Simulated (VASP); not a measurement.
# TePb in VASP: notebook

The runs below take TePb through relaxation of shape and atoms at fixed volume, single point, with PBE.

All numbers are computed with VASP 6.6.1; they aren't measurements. Logs are shortened: lines on timing, memory, paths and dates and some standing lists are left out, and cuts for length are marked.

## (1) The cell of the first run

It takes space group P-6m2 (No. 187, hexagonal). Conventional cell: a = 4.628 Å, b = 4.628 Å, c = 4.272 Å, α = 90.00°, β = 90.00°, γ = 120.00°. Pb (site symmetry -6m2) has 6 Te at 3.42 Å and 2 Pb at 4.27 Å within 4.5 Å. Te (site symmetry -6m2) has 6 Pb at 3.42 Å and 2 Te at 4.27 Å within 4.5 Å.

## (2) Relaxation of shape and atoms at fixed volume, PBE (volume scaled by 1.100)

Contents of INCAR:

```
SYSTEM = TePb
PREC     = Accurate       ! precision mode
ENCUT    = 600            ! plane-wave cutoff, eV
EDIFF    = 1E-6           ! SCF threshold, eV
ISMEAR   = 0              ! smearing method
SIGMA    = 0.05           ! smearing width, eV
LREAL    = .FALSE.        ! projectors in reciprocal space
LASPH    = .TRUE.         ! aspherical terms in the spheres
NELM     = 60             ! most SCF steps
ALGO     = Normal         ! electronic algorithm
ISIF     = 4              ! what is computed and relaxed
LWAVE    = .FALSE.        ! write WAVECAR
LCHARG   = .FALSE.        ! write CHGCAR
GGA      = PE             ! functional
IBRION   = 2              ! ionic algorithm
NSW      = 60             ! ionic steps
EDIFFG   = -0.01          ! ionic threshold
```

Contents of KPOINTS:

```
regular mesh
0
G
  10 10 8
  0 0 0
```

Contents of POSCAR:

```
TePb
1.0
    4.6280279756      0.0000000000      0.0000000000
   -2.3140139878      4.0079897963      0.0000000000
    0.0000000000      0.0000000000      4.2718489330
Pb Te
1 1
Direct
    0.0000000000      0.0000000000      0.0000000000
    0.6666666667      0.3333333333      0.5000000000
```

Potentials or basis: VASP PAW PBE potentials, release 64 (Pb_d, Te).

The run is started by

```bash
$ cat potpaw_PBE.64/Pb_d/POTCAR potpaw_PBE.64/Te/POTCAR > POTCAR
$ mpirun -np 1 vasp_std > vasp.out
```

OUTCAR:

```text
SYSTEM = TePb
   PREC = Accurate
   ENCUT = 600
   EDIFF = 1E-6
   ISMEAR = 0
   LREAL = .FALSE.
   LASPH = .TRUE.
   NELM = 60
   ISIF = 4
   GGA = PE
   IBRION = 2
   NSW = 60
   EDIFFG = -0.01

 ion  position               nearest neighbor table
   1  0.000  0.000  0.000-   2 3.42   2 3.42   2 3.42   2 3.42   2 3.42   2 3.42
   2  0.667  0.333  0.500-   1 3.42   1 3.42   1 3.42   1 3.42   1 3.42   1 3.42

  LATTYP: Found a hexagonal cell.
 ALAT       =     4.6280279756
 C/A-ratio  =     0.9230387015

  Lattice vectors:

 A1 = (   4.6280279756,   0.0000000000,   0.0000000000)
 A2 = (  -2.3140139878,   4.0079897963,   0.0000000000)
 A3 = (   0.0000000000,   0.0000000000,   4.2718489330)

Analysis of symmetry for initial positions (statically):
=====================================================================
 Subroutine PRICEL returns:
 Original cell was already a primitive cell.

 Routine SETGRP: Setting up the symmetry group for a
 hexagonal supercell.

 Subroutine GETGRP returns: Found 12 space group operations
 (whereof 12 operations were pure point group operations)
 out of a pool of 24 trial point group operations.

The static configuration has the point symmetry D_3h.

Analysis of symmetry for dynamics (positions and initial velocities):
=====================================================================
 Subroutine PRICEL returns:
 Original cell was already a primitive cell.

 Routine SETGRP: Setting up the symmetry group for a
 hexagonal supercell.

 Subroutine GETGRP returns: Found 12 space group operations
 (whereof 12 operations were pure point group operations)
 out of a pool of 24 trial point group operations.

The dynamic configuration has the point symmetry D_3h.

 Subroutine INISYM returns: Found 12 space group operations
 (whereof 12 operations are pure point group operations),
 and found     1 'primitive' translations

----------------------------------------------------------------------------------------

                                     Primitive cell

  volume of cell :      79.2389

  direct lattice vectors                    reciprocal lattice vectors
     4.628027976  0.000000000  0.000000000     0.216074753  0.124750817  0.000000000
    -2.314013988  4.007989796  0.000000000     0.000000000  0.249501633  0.000000000
     0.000000000  0.000000000  4.271848933     0.000000000  0.000000000  0.234090675

  length of vectors
     4.628027976  4.628027976  4.271848933     0.249501633  0.249501633  0.234090675

  position of ions in fractional coordinates (direct lattice)
     0.000000000  0.000000000  0.000000000
     0.666666667  0.333333333  0.500000000

  ion indices of the primitive-cell ions
   primitive index   ion index
                 1           1
                 2           2

----------------------------------------------------------------------------------------

 KPOINTS: regular mesh

Automatic generation of k-mesh.
 Grid dimensions read from file:
 generate k-points for:   10   10    8

 Generating k-lattice:

  Cartesian coordinates                     Fractional coordinates (reciprocal lattice)
     0.021607475  0.012475082  0.000000000     0.100000000 -0.000000000  0.000000000
     0.000000000  0.024950163  0.000000000     0.000000000  0.100000000  0.000000000
     0.000000000  0.000000000  0.029261334     0.000000000  0.000000000  0.125000000

  Length of vectors
     0.024950163  0.024950163  0.029261334

  Shift w.r.t. Gamma in fractional coordinates (k-lattice)
     0.000000000  0.000000000  0.000000000

 Subroutine IBZKPT returns following result:
 ===========================================

 Found     70 irreducible k-points:

 Following reciprocal coordinates:
            Coordinates               Weight
  0.000000  0.000000  0.000000      1.000000
  0.100000  0.000000  0.000000      6.000000
  0.200000  0.000000  0.000000      6.000000
  0.300000 -0.000000  0.000000      6.000000
  0.400000  0.000000  0.000000      6.000000
  0.500000  0.000000  0.000000      3.000000
[... 16 lines left out ...]
  0.300000  0.100000  0.125000     24.000000
  0.400000  0.100000  0.125000     24.000000
 [... further k-points ...]
   k-points           NKPTS =     70   k-points in BZ     NKDIM =     70   number of bands    NBANDS=     14
   number of dos      NEDOS =    301   number of ions     NIONS =      2
   total plane-waves  NPLWV =  57600
   dimension x,y,z NGX =    40 NGY =   40 NGZ =   36
   dimension x,y,z NGXF=    80 NGYF=   80 NGZF=   72
   ions per type =               1   1
   NGX,Y,Z   is equivalent  to a cutoff of  14.37, 14.37, 14.01 a.u.
   NGXF,Y,Z  is equivalent  to a cutoff of  28.74, 28.74, 28.02 a.u.
 SYSTEM =  TePb
   PREC   = accura    normal or accurate (medium, high low for compatibility)
   ISTART =      0    job   : 0-new  1-cont  2-samecut
   ICHARG =      2    charge: 1-file 2-atom 10-const
   ISPIN  =      1    spin polarized calculation?
   LNONCOLLINEAR =      F non collinear calculations
   LSORBIT =      F    spin-orbit coupling
   LASPH  =      T    aspherical Exc in radial PAW
   ENCUT  =  600.0 eV  44.10 Ry    6.64 a.u.   9.24  9.24  8.53*2*pi/ulx,y,z
   NELM   =     60;   NELMIN=  2; NELMDL= -5     # of ELM steps
   EDIFF  = 0.1E-05   stopping-criterion for ELM
   LREAL  =      F    real-space projection
   EDIFFG = -.1E-01   stopping-criterion for IOM
   NSW    =     60    number of steps for IOM
   IBRION =      2    ionic relax: 0-MD 1-quasi-New 2-CG
   NFREE  =      1    steps in history (QN), initial steepest desc. (CG)
   ISIF   =      4    stress and relaxation
   ISYM   =      2    0-nonsym 1-usesym 2-fastsym
   POTIM  = 0.5000    time-step for ionic-motion
   TEBEG  =    0.0;   TEEND  =   0.0 temperature during run
   PSTRESS=    0.0 pullay stress
   NELECT =      20.0000    total number of electrons
   NUPDOWN=      -1.0000    fix difference up-down
   EMIN   =  10.00;   EMAX   =-10.00  energy-range for DOS
   EFERMI =   0.00;   METHOD = LEGACY
   ISMEAR =     0;   SIGMA  =   0.05  broadening in eV -4-tet -1-fermi 0-gaus
   EFERMI_NEDOS =   21; number of points for ismear=-14 and -15
   IALGO  =     38    algorithm
   IMIX   =      4    mixing-type and parameters
     AMIX     =   0.40;   BMIX     =  1.00
     AMIX_MAG =   1.60;   BMIX_MAG =  1.00
  volume/ion in A,a.u.               =      39.62       267.37
  Fermi-wavevector in a.u.,A,eV,Ry     =   1.034599  1.955108 14.563606  1.070395
  Thomas-Fermi vector in A             =   2.168902
   LORBIT       =      0    0 simple, 1 ext, 2 COOP (PROOUT), +10 PAW based schemes
   GGA     = PE    functional components
   LHFCALC =     F    Hartree Fock is set to
   AEXX    =    0.0000 exact exchange contribution
   IVDW    =     0    specifies the selected vdW correction
   LEPSILON=     F    determine dielectric tensor
   LRPA    =     F    only Hartree local field effects (RPA)
 conjugate gradient relaxation of ions
 non-spin polarized calculation
 Gauss-broadening in eV      SIGMA  =   0.05
  energy-cutoff  :      600.00
  volume of cell :       79.24
 maximum number of plane-waves:      2663
 NGX is ok and might be reduce to    40
   NGX = 19   NGY = 19   NGZ = 17

--------------------------------------- Ionic step        1  -------------------------------------------

 number of electron      20.0000002 magnetization

 Free energy of the ion-electron system (eV)
  ---------------------------------------------------
  ext. energy  EPLUGINS =         0.00000000
  ---------------------------------------------------
  free energy    TOTEN  =        -7.22483460 eV

  energy without entropy =       -7.22449025  energy(sigma->0) =       -7.22466242

------------------------ aborting loop because EDIFF is reached ----------------------------------------

  FORCE on cell =-STRESS in cart. coord.  units (eV):
  Direction    XX          YY          ZZ          XY          YZ          ZX
  --------------------------------------------------------------------------------------
  -------------------------------------------------------------------------------------
  Total       -1.2898113     -1.2898113     -1.4575927      0.0000000      0.0000000     -0.0000000
  in kB      -26.0794411    -26.0794411    -29.4719103      0.0000000      0.0000000     -0.0000000
  external PRESSURE =     -27.2102642 kB  Pullay stress =       0.0000000 kB
[... 57 lines left out ...]
  energy  without entropy=       -7.2248164743  energy(sigma->0) =       -7.22498878

--------------------------------------- Ionic step        3  -------------------------------------------

 number of electron      20.0000000 magnetization

 Free energy of the ion-electron system (eV)
  ---------------------------------------------------
  ext. energy  EPLUGINS =         0.00000000
  ---------------------------------------------------
  free energy    TOTEN  =        -7.22519947 eV

  energy without entropy =       -7.22484509  energy(sigma->0) =       -7.22502228

 E-fermi :   4.0467     XC(G=0):  -8.5685

 val. band max:        3.9941253603   @ k =   0.2000   0.2000   0.1250
 cond. band min:       4.0772140258   @ k =   0.3000   0.3000   0.0000
 fundamental gap:      0.0830886655
 Fermi energy:         4.0466718928

 k-point     1 :       0.0000    0.0000    0.0000
  band No.  band energies     occupation
      1     -12.8474      2.00000
      2     -12.8474      2.00000
      3     -12.8268      2.00000
      4     -12.8001      2.00000
      5     -12.8001      2.00000
      6      -7.1075      2.00000
      7      -2.4121      2.00000
      8       2.7583      2.00000
      9       3.0674      2.00000
     10       3.0674      2.00000
     11       6.5926      0.00000
     12       6.5926      0.00000
     13       8.5667      0.00000
     14       9.1901      0.00000
[... 375 lines left out ...]
 k-point    24 :       0.4000    0.1000    0.1250
  band No.  band energies     occupation
      1     -12.8504      2.00000
      2     -12.8319      2.00000
      3     -12.8127      2.00000
      4     -12.8112      2.00000
      5     -12.8043      2.00000
      6      -6.1137      2.00000
      7      -3.9164      2.00000
      8       1.7104      2.00000
      9       2.5223      2.00000
     10       3.7052      2.00000
     11       5.4339      0.00000
     12       7.5350      0.00000
     13       7.7650      0.00000
     14       9.5918      0.00000

 [... further k-points ...]

------------------------ aborting loop because EDIFF is reached ----------------------------------------

  FORCE on cell =-STRESS in cart. coord.  units (eV):
  Direction    XX          YY          ZZ          XY          YZ          ZX
  --------------------------------------------------------------------------------------
  -------------------------------------------------------------------------------------
  Total       -1.3209583     -1.3209583     -1.2956338      0.0000000      0.0000000      0.0000000
  in kB      -26.7092207    -26.7092207    -26.1971697      0.0000000      0.0000000      0.0000000
  external PRESSURE =     -26.5385371 kB  Pullay stress =       0.0000000 kB
[... 17 lines left out ...]
  FREE ENERGIE OF THE ION-ELECTRON SYSTEM (eV)
  ---------------------------------------------------
  free  energy   TOTEN  =        -7.2251994684 eV

  energy  without entropy=       -7.2248450912  energy(sigma->0) =       -7.22502228

 reached required accuracy - stopping structural energy minimisation
```

Run time: 82 s. Hardware: 1 thread of AMD EPYC 9R45 (Zen 5), shared host; peak memory 0.27 GiB.

What came out:

| Property | Result |
| --- | --- |
| Free energy | -7.2252 eV |
| Energy gained by relaxing | 0.2 meV/atom |
| Ionic steps | 3 |
| Pressure after relaxing | -2.7 GPa |
| Band gap on the k mesh | zero (band 10 reaches 4.08 eV, above the bottom of band 11 at 3.98 eV) |

The path:
```
step  energy change (eV)  largest force (eV/Å)  pressure (GPa)  volume (Å³)
   1              0.0000                0.0000           -2.72        79.24
   2             -0.0003                0.0000           -2.69        79.24
   3             -0.0004                0.0000           -2.65        79.24
```

Final structure:
```cif
data_structure
_symmetry_space_group_name_H-M 'P 1'
_symmetry_Int_Tables_number 1
_cell_length_a 4.6413
_cell_length_b 4.6413
_cell_length_c 4.2475
_cell_angle_alpha 90.000
_cell_angle_beta 90.000
_cell_angle_gamma 120.000
_cell_volume 79.24
loop_
_atom_site_label
_atom_site_type_symbol
_atom_site_fract_x
_atom_site_fract_y
_atom_site_fract_z
_atom_site_occupancy
Pb1 Pb 0.00000 0.00000 0.00000 1
Te1 Te 0.66667 0.33333 0.50000 1
```

Caveat: the cell differs from its parent crystal (volume scaled by 1.100); spin-orbit coupling is left out, which moves the levels of the heavy elements.

(Part 1 of 2 ends here.)
